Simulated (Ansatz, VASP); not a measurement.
Two plane-wave programs on Fe3Co2

```
Fe Co
1.0
     2.52365    0.00000    0.00000
    -1.26182    2.18554    0.00000
     0.00000    0.00000   19.91310
Fe Co
6 4
Direct
  0.33333 0.66667 0.95000
  0.33333 0.66667 0.35000
  0.33333 0.66667 0.55000
  0.66667 0.33333 0.65000
  0.66667 0.33333 0.05000
  0.66667 0.33333 0.45000
  0.33333 0.66667 0.75000
  0.33333 0.66667 0.15000
  0.66667 0.33333 0.85000
  0.66667 0.33333 0.25000
```

Alike in both runs: task single point; functional PBE; k mesh 6 × 6 × 1; occupations gaussian, width 0.1 eV; collinear spin.

```csv
,VASP,Ansatz
version,VASP 6.6.1,Ansatz 0.2.0
potentials or method,"VASP PAW PBE potentials, release 64 (Fe, Co), cutoff 520 eV","scalar-relativistic, plane waves, PAW"
valence electrons in the cell,84,164
```

```csv
,VASP,Ansatz,Ansatz less VASP
gap on the k mesh at the Fermi level (eV),none,none,-
pressure (GPa),3.0,-5.4,-8.36
"traceless stress, the component that is largest in VASP (GPa)",7.39,4.47,-2.923
rms of the force components (eV/Å),0.325,0.136,-0.1888
net moment per atom (μB),0.36,0.00,-0.363
size of the moment on the site where the two differ most (μB),2.27,1.33,-0.945
```

The net moments are unlike, so the other rows may belong to different states. Site moments also hang on the region over which each program counts them. Atom by atom the forces differ by 0.375 eV/Å (rms over components). A gap of «none» marks a metal or a gap that the smearing closes. VASP's potentials hold 84 valence electrons a cell and Ansatz's 164, so a difference there can come from the potentials and not from the codes. Ansatz's warnings: seeded moment not kept.

The k mesh is coarse, so the values compare programs but aren't converged.
